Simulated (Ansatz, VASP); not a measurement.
**One calculation of Al2O3, two programs**

INCAR

```
SYSTEM = Al2O3
  PREC = Accurate
  ENCUT = 520
  EDIFF = 1E-6
  ISMEAR = 0
  SIGMA = 0.05
  LREAL = .False.
  LASPH = .True.
  NELM = 80
  ALGO = Normal
  ISIF = 2
  LWAVE = .False.
  LCHARG = .True.
  GGA = PE
  IVDW = 12
  LELF = .True.
  LVHAR = .True.
  NBANDS = 20
```

Contents of KPOINTS:

```
regular mesh
0
Gamma
  9 9 4
  0 0 0
```

POSCAR

```
Al2O3
1.0
    2.8414820084      0.0000000000      0.0000000000
   -1.4207410042      2.4607956037      0.0000000000
    0.0000000000      0.0000000000      7.2308043812
Al O
2 3
Direct
    0.0000000000      0.0000000000      0.1907358529
    0.0000000000      0.0000000000      0.8092641471
    0.3333333333      0.6666666667      0.3046509742
    0.6666666667      0.3333333333      0.0000000000
    0.3333333333      0.6666666667      0.6953490258
```

Input for Ansatz:

```yaml
crystal:
  lattice:
    - [2.8414820084, 0.0, 0.0]
    - [-1.4207410042, 2.4607956037, 0.0]
    - [0.0, 0.0, 7.2308043812]
  atoms:
    - { symbol: Al, position: [0.0, 0.0, 0.1907358529] }
    - { symbol: Al, position: [0.0, 0.0, 0.8092641471] }
    - { symbol: O, position: [0.3333333333, 0.6666666667, 0.3046509742] }
    - { symbol: O, position: [0.6666666667, 0.3333333333, 0.0] }
    - { symbol: O, position: [0.3333333333, 0.6666666667, 0.6953490258] }
basis:
  ecutwfc: 520.0
kpoints:
  mp_grid: { grid: [9, 9, 4] }
hamiltonian:
  xc: pbe
  pseudopotentials: { kind: paw, azcp: { folder: soft_1 } }
  dispersion: d3bj
scf:
  occupations: { method: gaussian, width: 0.05 }
output:
  forces: true
  stress: true
  eigenvalues: true
```

Alike in both runs: task single point; functional PBE; dispersion D3(BJ); k mesh 9 × 9 × 4; occupations gaussian, width 0.05 eV; no spin polarisation.

|  | VASP | Ansatz |
| --- | --- | --- |
| version | VASP 6.6.1 | Ansatz 0.2.0 |
| potentials or method | VASP PAW PBE potentials, release 64 (Al, O), cutoff 520 eV | scalar-relativistic, plane waves, PAW |
| valence electrons in the cell | 24 | 24 |

|  | VASP | Ansatz | Ansatz less VASP |
| --- | --- | --- | --- |
| gap on the k mesh at the Fermi level (eV) | 3.90 | 3.95 | +0.048 |
| least direct gap on the mesh (eV) | 3.99 | 4.03 | +0.037 |
| pressure (GPa) | -5.1 | -5.2 | -0.09 |
| traceless stress, the component that is largest in VASP (GPa) | -4.50 | -4.20 | +0.300 |
| rms of the force components (eV/Å) | 1.225 | 1.215 | -0.0104 |

Atom by atom the forces differ by 0.011 eV/Å (rms over components).
